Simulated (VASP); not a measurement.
# Ti3Al (Pm) in VASP: notebook

The runs below take Ti3Al through single point, with PBE.

All numbers are computed with VASP 6.6.1; they aren't measurements. Logs are shortened: lines on timing, memory, paths and dates and some standing lists are left out, and cuts for length are marked.

### 1 The cell of the first run

The structure is monoclinic, space group Pm (No. 6). The conventional cell has a = 2.930 Å, b = 9.232 Å, c = 2.930 Å, α = 90.00°, β = 120.00°, γ = 90.00°. Within 3.4 Å of Ti (site symmetry m) lie 12 Ti at 2.61 to 3.16 Å. Ti (site symmetry 1) has 9 Ti at 2.61 to 3.16 Å and 3 Al at 2.80 to 2.94 Å within 3.4 Å. Within 3.7 Å of Al (site symmetry m) lie 6 Ti at 2.80 to 2.94 Å and 6 Al at 2.93 Å.

### 2 Single point, PBE (atoms displaced along several vibrational modes)

Input file INCAR:

```
SYSTEM = Ti3Al
PREC = Accurate
ENCUT = 520
EDIFF = 1E-6
ISMEAR = 0
SIGMA = 0.15
LREAL = .False.
LASPH = .True.
NELM = 60
ALGO = Fast
ISIF = 2
LWAVE = .False.
LCHARG = .False.
GGA = PE
NBANDS = 28
```

Input file KPOINTS:

```
regular mesh
0
Gamma
  15 15 6
  0 0 0
```

Input file POSCAR:

```
Ti3Al
1.0
    2.9297375378      0.0000000000      0.0000000000
   -1.4648687689      2.5372271341      0.0000000000
    0.0000000000      0.0000000000      9.2315308735
Ti Al
3 1
Direct
    0.6563737279      0.4665496290      0.0000000000
    0.3365832034      0.6246052435      0.7504575700
    0.3365832034      0.6246052435      0.2495424300
    0.6733960471      0.2462383685      0.5000000000
```

Potentials or basis: VASP PAW PBE potentials, release 64 (Ti_sv, Al).

Run with:

```bash
$ cat potpaw_PBE.64/Ti_sv/POTCAR potpaw_PBE.64/Al/POTCAR > POTCAR
$ mpirun -np 1 vasp_std > vasp.out
```

OUTCAR:

```text
SYSTEM = Ti3Al
   PREC = Accurate
   ENCUT = 520
   EDIFF = 1E-6
   ISMEAR = 0
   LREAL = .False.
   LASPH = .True.
   NELM = 60
   ISIF = 2
   GGA = PE

 ion  position               nearest neighbor table
   1  0.656  0.467  0.000-   2 2.61   3 2.61
   2  0.337  0.625  0.750-   1 2.61   4 2.80   4 2.86   4 2.94
   3  0.337  0.625  0.250-   1 2.61   4 2.80   4 2.86   4 2.94
   4  0.673  0.246  0.500-   2 2.80   3 2.80   2 2.86   3 2.86   2 2.94   3 2.94

  LATTYP: Found a hexagonal cell.
 ALAT       =     2.9297375378
 C/A-ratio  =     3.1509753875

  Lattice vectors:

 A1 = (   2.9297375378,   0.0000000000,   0.0000000000)
 A2 = (  -1.4648687689,   2.5372271341,   0.0000000000)
 A3 = (   0.0000000000,   0.0000000000,   9.2315308735)

Analysis of symmetry for initial positions (statically):
=====================================================================
 Subroutine PRICEL returns:
 Original cell was already a primitive cell.

 Routine SETGRP: Setting up the symmetry group for a
 hexagonal supercell.

 Subroutine GETGRP returns: Found  2 space group operations
 (whereof  2 operations were pure point group operations)
 out of a pool of 24 trial point group operations.

The static configuration has the point symmetry C_1h.

Analysis of symmetry for dynamics (positions and initial velocities):
=====================================================================
 Subroutine PRICEL returns:
 Original cell was already a primitive cell.

 Routine SETGRP: Setting up the symmetry group for a
 hexagonal supercell.

 Subroutine GETGRP returns: Found  2 space group operations
 (whereof  2 operations were pure point group operations)
 out of a pool of 24 trial point group operations.

The dynamic configuration has the point symmetry C_1h.

 Subroutine INISYM returns: Found  2 space group operations
 (whereof  2 operations are pure point group operations),
 and found     1 'primitive' translations

----------------------------------------------------------------------------------------

                                     Primitive cell

  volume of cell :      68.6218

  direct lattice vectors                    reciprocal lattice vectors
     2.929737538  0.000000000  0.000000000     0.341327504  0.197065526  0.000000000
    -1.464868769  2.537227134  0.000000000     0.000000000  0.394131052  0.000000000
     0.000000000  0.000000000  9.231530874     0.000000000  0.000000000  0.108324395

  length of vectors
     2.929737538  2.929737538  9.231530874     0.394131052  0.394131052  0.108324395

  position of ions in fractional coordinates (direct lattice)
     0.656373728  0.466549629  0.000000000
     0.336583203  0.624605243  0.750457570
     0.336583203  0.624605243  0.249542430
     0.673396047  0.246238369  0.500000000

  ion indices of the primitive-cell ions
   primitive index   ion index
                 1           1
                 2           2
                 3           3
                 4           4

----------------------------------------------------------------------------------------

 KPOINTS: regular mesh

Automatic generation of k-mesh.
 Grid dimensions read from file:
 generate k-points for:   15   15    6

 Generating k-lattice:

  Cartesian coordinates                     Fractional coordinates (reciprocal lattice)
     0.022755167  0.013137702  0.000000000     0.066666667  0.000000000  0.000000000
     0.000000000  0.026275403  0.000000000     0.000000000  0.066666667  0.000000000
     0.000000000  0.000000000  0.018054066     0.000000000  0.000000000  0.166666667

  Length of vectors
     0.026275403  0.026275403  0.018054066

  Shift w.r.t. Gamma in fractional coordinates (k-lattice)
     0.000000000  0.000000000  0.000000000

 Subroutine IBZKPT returns following result:
 ===========================================

 Found    452 irreducible k-points:

 Following reciprocal coordinates:
            Coordinates               Weight
  0.000000  0.000000  0.000000      1.000000
  0.066667  0.000000  0.000000      2.000000
  0.000000  0.066667  0.000000      2.000000
 -0.066667  0.066667  0.000000      2.000000
  0.133333  0.000000  0.000000      2.000000
  0.000000  0.133333  0.000000      2.000000
[... 16 lines left out ...]
  0.066667  0.066667  0.000000      2.000000
 -0.066667  0.133333  0.000000      2.000000
 [... further k-points ...]
   k-points           NKPTS =    452   k-points in BZ     NKDIM =    452   number of bands    NBANDS=     28
   number of dos      NEDOS =    301   number of ions     NIONS =      4
   total plane-waves  NPLWV =  40320
   dimension x,y,z NGX =    24 NGY =   24 NGZ =   70
   dimension x,y,z NGXF=    48 NGYF=   48 NGZF=  140
   ions per type =               3   1
   NGX,Y,Z   is equivalent  to a cutoff of  13.62, 13.62, 12.61 a.u.
   NGXF,Y,Z  is equivalent  to a cutoff of  27.24, 27.24, 25.21 a.u.
 SYSTEM =  Ti3Al
   PREC   = accura    normal or accurate (medium, high low for compatibility)
   ISTART =      0    job   : 0-new  1-cont  2-samecut
   ICHARG =      2    charge: 1-file 2-atom 10-const
   ISPIN  =      1    spin polarized calculation?
   LNONCOLLINEAR =      F non collinear calculations
   LSORBIT =      F    spin-orbit coupling
   LASPH  =      T    aspherical Exc in radial PAW
   ENCUT  =  520.0 eV  38.22 Ry    6.18 a.u.   5.45  5.45 17.16*2*pi/ulx,y,z
   NELM   =     60;   NELMIN=  2; NELMDL= -5     # of ELM steps
   EDIFF  = 0.1E-05   stopping-criterion for ELM
   LREAL  =      F    real-space projection
   EDIFFG = 0.1E-04   stopping-criterion for IOM
   NSW    =      0    number of steps for IOM
   IBRION =     -1    ionic relax: 0-MD 1-quasi-New 2-CG
   NFREE  =      0    steps in history (QN), initial steepest desc. (CG)
   ISIF   =      2    stress and relaxation
   ISYM   =      2    0-nonsym 1-usesym 2-fastsym
   POTIM  = 0.5000    time-step for ionic-motion
   TEBEG  =    0.0;   TEEND  =   0.0 temperature during run
   PSTRESS=    0.0 pullay stress
   NELECT =      39.0000    total number of electrons
   NUPDOWN=      -1.0000    fix difference up-down
   EMIN   =  10.00;   EMAX   =-10.00  energy-range for DOS
   EFERMI =   0.00;   METHOD = LEGACY
   ISMEAR =     0;   SIGMA  =   0.15  broadening in eV -4-tet -1-fermi 0-gaus
   EFERMI_NEDOS =   21; number of points for ismear=-14 and -15
   IALGO  =     68    algorithm
   IMIX   =      4    mixing-type and parameters
     AMIX     =   0.40;   BMIX     =  1.00
     AMIX_MAG =   1.60;   BMIX_MAG =  1.00
  volume/ion in A,a.u.               =      17.16       115.77
  Fermi-wavevector in a.u.,A,eV,Ry     =   1.356050  2.562563 25.019375  1.838872
  Thomas-Fermi vector in A             =   2.483086
   LORBIT       =      0    0 simple, 1 ext, 2 COOP (PROOUT), +10 PAW based schemes
   GGA     = PE    functional components
   LHFCALC =     F    Hartree Fock is set to
   AEXX    =    0.0000 exact exchange contribution
   IVDW    =     0    specifies the selected vdW correction
   LEPSILON=     F    determine dielectric tensor
   LRPA    =     F    only Hartree local field effects (RPA)
 non-spin polarized calculation
 RMM-DIIS sequential band-by-band and
 Gauss-broadening in eV      SIGMA  =   0.15
  energy-cutoff  :      520.00
  volume of cell :       68.62
 maximum number of plane-waves:      1907
 NGX is ok and might be reduce to    24
   NGX = 11   NGY = 11   NGZ = 35

 number of electron      38.9999990 magnetization

 Free energy of the ion-electron system (eV)
  ---------------------------------------------------
  ext. energy  EPLUGINS =         0.00000000
  ---------------------------------------------------
  free energy    TOTEN  =       -27.57209099 eV

  energy without entropy =      -27.51883259  energy(sigma->0) =      -27.54546179

 E-fermi :   7.9162     XC(G=0): -11.1773

 val. band max:        7.9150527049   @ k =   0.3333   0.2667   0.5000
 cond. band min:       7.9166536277   @ k =  -0.3333   0.2000   0.1667
 fundamental gap:      0.0016009228
 Fermi energy:         7.9162348968

 k-point     1 :       0.0000    0.0000    0.0000
  band No.  band energies     occupation
      1     -48.7334      2.00000
      2     -48.7015      2.00000
      3     -48.5677      2.00000
      4     -25.2941      2.00000
      5     -25.0303      2.00000
      6     -24.6912      2.00000
[... 20 lines left out ...]
     27      10.3999      0.00000
     28      10.5489      0.00000

 k-point     2 :       0.0667    0.0000    0.0000
  band No.  band energies     occupation
      1     -48.7295      2.00000
      2     -48.6983      2.00000
      3     -48.5653      2.00000
      4     -25.2875      2.00000
      5     -25.0307      2.00000
      6     -24.7075      2.00000
[... 20 lines left out ...]
     27      10.4820      0.00000
     28      10.7306      0.00000

 k-point     3 :       0.0000    0.0667    0.0000
  band No.  band energies     occupation
      1     -48.7298      2.00000
      2     -48.6983      2.00000
      3     -48.5650      2.00000
      4     -25.2889      2.00000
      5     -25.0284      2.00000
      6     -24.7020      2.00000
[... 20 lines left out ...]
     27      10.5063      0.00000
     28      10.5143      0.00000

 k-point     4 :      -0.0667    0.0667    0.0000
  band No.  band energies     occupation
      1     -48.7293      2.00000
      2     -48.6983      2.00000
      3     -48.5655      2.00000
      4     -25.2869      2.00000
      5     -25.0318      2.00000
      6     -24.7141      2.00000
[... 20 lines left out ...]
     27      10.3577      0.00000
     28      10.6666      0.00000

 k-point     5 :       0.1333    0.0000    0.0000
  band No.  band energies     occupation
      1     -48.7184      2.00000
      2     -48.6894      2.00000
      3     -48.5585      2.00000
      4     -25.2692      2.00000
      5     -25.0333      2.00000
      6     -24.7639      2.00000
[... 20 lines left out ...]
     27      10.4204      0.00000
     28      10.6325      0.00000

 k-point     6 :       0.0000    0.1333    0.0000
  band No.  band energies     occupation
      1     -48.7199      2.00000
      2     -48.6894      2.00000
      3     -48.5571      2.00000
      4     -25.2745      2.00000
      5     -25.0237      2.00000
      6     -24.7556      2.00000
[... 463 lines left out ...]
      5     -25.1782      2.00000
      6     -25.0907      2.00000
[... 20 lines left out ...]
     27      11.4688      0.00000
     28      11.5623      0.00000

 k-point    22 :      -0.4667    0.4667    0.0000
  band No.  band energies     occupation
      1     -48.6365      2.00000
      2     -48.6286      2.00000
      3     -48.5188      2.00000
      4     -25.2597      2.00000
      5     -25.2055      2.00000
      6     -25.1229      2.00000
[... 20 lines left out ...]
     27      11.3952      0.00000
     28      11.5050      0.00000

 k-point    23 :       0.0667    0.0667    0.0000
  band No.  band energies     occupation
      1     -48.7229      2.00000
      2     -48.6923      2.00000
      3     -48.5598      2.00000
      4     -25.2783      2.00000
      5     -25.0263      2.00000
      6     -24.7327      2.00000
[... 20 lines left out ...]
     27      10.3801      0.00000
     28      10.5845      0.00000

 k-point    24 :      -0.0667    0.1333    0.0000
  band No.  band energies     occupation
      1     -48.7224      2.00000
      2     -48.6923      2.00000
      3     -48.5603      2.00000
      4     -25.2766      2.00000
      5     -25.0299      2.00000
      6     -24.7451      2.00000
[... 20 lines left out ...]
     27      10.3884      0.00000
     28      10.5110      0.00000

 [... further k-points ...]

------------------------ aborting loop because EDIFF is reached ----------------------------------------

  FORCE on cell =-STRESS in cart. coord.  units (eV):
  Direction    XX          YY          ZZ          XY          YZ          ZX
  --------------------------------------------------------------------------------------
  -------------------------------------------------------------------------------------
  Total       -0.0645373     -0.9115830      0.2452462     -0.5089351      0.0000000      0.0000000
  in kB       -1.5068149    -21.2835964      5.7259969    -11.8825916      0.0000000      0.0000000
  external PRESSURE =      -5.6881381 kB  Pullay stress =       0.0000000 kB

 VOLUME and BASIS-vectors are now :
 -----------------------------------------------------------------------------
  energy-cutoff  :      520.00
  volume of cell :       68.62
      direct lattice vectors                 reciprocal lattice vectors
     2.929737538  0.000000000  0.000000000     0.341327504  0.197065526  0.000000000
    -1.464868769  2.537227134  0.000000000     0.000000000  0.394131052  0.000000000
     0.000000000  0.000000000  9.231530874     0.000000000  0.000000000  0.108324395

 POSITION                                       TOTAL-FORCE (eV/Angst)
 -----------------------------------------------------------------------------------
      1.23957      1.18374      0.00000         0.590868     -0.446676      0.000000
      0.07114      1.58477      6.92787        -0.256592      0.106289     -0.069664
      0.07114      1.58477      2.30366        -0.256592      0.106289      0.069664
      1.61217      0.62476      4.61577        -0.077684      0.234098      0.000000
 -----------------------------------------------------------------------------------
    total drift:                               -0.000016      0.000217     -0.000000

  FREE ENERGIE OF THE ION-ELECTRON SYSTEM (eV)
  ---------------------------------------------------
  free  energy   TOTEN  =       -27.5720909870 eV

  energy  without entropy=      -27.5188325869  energy(sigma->0) =      -27.54546179
```

Run time: 34 min. Hardware: 1 thread of AMD EPYC 9R45 (Zen 5), shared host; peak memory 0.72 GiB.

What came out:

```
Free energy            : -27.5721 eV
Pressure               : -0.6 GPa
Largest force          : 0.741 eV/Å
Band gap on the k mesh : zero (an odd number of electrons rules out a gap without spin polarisation)
```

Forces on the atoms (eV/Å):
```
Ti   0.591 -0.447  0.000
Ti  -0.257  0.106 -0.070
Ti  -0.257  0.106  0.070
Al  -0.078  0.234  0.000
```

Stress tensor (GPa, compression positive):
```
-0.15 -1.19  0.00
-1.19 -2.13  0.00
 0.00  0.00  0.57
```

Levels at points of the mesh, in eV from the Fermi level:
```csv
k point,band 17,band 18,band 19,band 20,band 21,band 22,band 23,band 24
"(0.00, 0.00, 0.00)",-0.76,0.30,0.51,0.93,0.99,1.11,1.18,1.28
"(0.00, 0.00, 0.50)",-0.91,0.32,0.43,0.94,0.98,1.15,1.17,1.30
```

Caveat: the cell differs from its parent crystal (atoms displaced along several vibrational modes).

(Continued in part 2 of 2.)
